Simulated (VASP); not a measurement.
Crystal: Cd.

```
CELL_PARAMETERS angstrom
3.01485 0.00000 0.00000
-1.50743 2.61094 0.00000
0.00000 0.00000 5.82764
ATOMIC_POSITIONS crystal
Cd 0.33333 0.66667 0.25000
Cd 0.66667 0.33333 0.75000
```

| Item | Value |
| --- | --- |
| Program | VASP 6.6.1 |
| Task | relaxation of cell and atoms |
| Functional | PBE |
| Dispersion | D3(BJ) |
| Potentials or basis | VASP PAW PBE potentials, release 64 (Cd) |
| Cutoff | 600 eV |
| k mesh | 18 × 18 × 8 |
| Occupations | gaussian, width 0.1 eV |
| Spin | no spin polarisation |

At the start: pressure -2.8 GPa; volume 22.94 Å³/atom.

How do energy, volume and symmetry change on relaxing?

Over 11 steps the energy falls by 15.5 meV/atom and the volume is 21.37 Å³/atom (-6.8 %); space group P6_3/mmc (No. 194, to 0.1 Å) before and after.

The path:
```csv
step,energy change (eV),largest force (eV/Å),pressure (GPa),volume (Å³)
1,0.0000,0.0000,-2.78,45.87
2,-0.0245,0.0000,0.03,43.28
3,-0.0245,0.0000,-0.02,43.29
4,-0.0264,0.0000,-0.06,43.17
5,-0.0289,0.0000,0.08,42.91
6,-0.0300,0.0000,0.47,42.36
7,-0.0303,0.0000,0.17,42.68
8,-0.0308,0.0000,0.27,42.52
9,-0.0308,0.0000,-0.17,42.95
10,-0.0310,0.0000,0.03,42.72
11,-0.0310,0.0000,-0.01,42.74
```

Final structure:
```xyz
2
Lattice="3.0044 0.0000 0.0000 -1.5022 2.6019 0.0000 0.0000 0.0000 5.4682" Properties=species:S:1:pos:R:3 pbc="T T T"
Cd    0.0000    1.7346    1.3670
Cd    1.5022    0.8673    4.1011
```
